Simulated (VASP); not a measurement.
Runs of VASP 6.6.1 on Mo. The structure is that of space group Pm-3m (No. 221), or close to it. The cells are those of the table. 

```tsv
task	spin	cell	k mesh	cutoff (eV)	gap on the mesh (eV)	pressure (GPa)
single point	off	a = 2.558 Å, 1 atom	12 × 12 × 12	520	none	1.0
single point	non-collinear, zero start, SOC	a = 2.558 Å, 1 atom	12 × 12 × 12	520	-	1.0
single point	off	a = 2.451 Å, 1 atom	14 × 14 × 14	520	none	36.0
single point	off	a = 2.523 Å, 1 atom	14 × 14 × 14	520	none	(a)
relaxation of cell and atoms	off	relaxed from a = 2.563 Å, 1 atom	12 × 12 × 12	600	none	0.0
```

Alike in all rows: level LDA; potentials or basis VASP PAW LDA potentials, release 64 (Mo_sv); smearing fermi-dirac 0.1 eV.

Task: Estimate the missing entries.

Result: (a) 9.4.

A k mesh can miss the band edges, and rows without SOC leave out spin-orbit coupling on Mo.

A gap of «none» marks levels without a gap at the run's occupations.
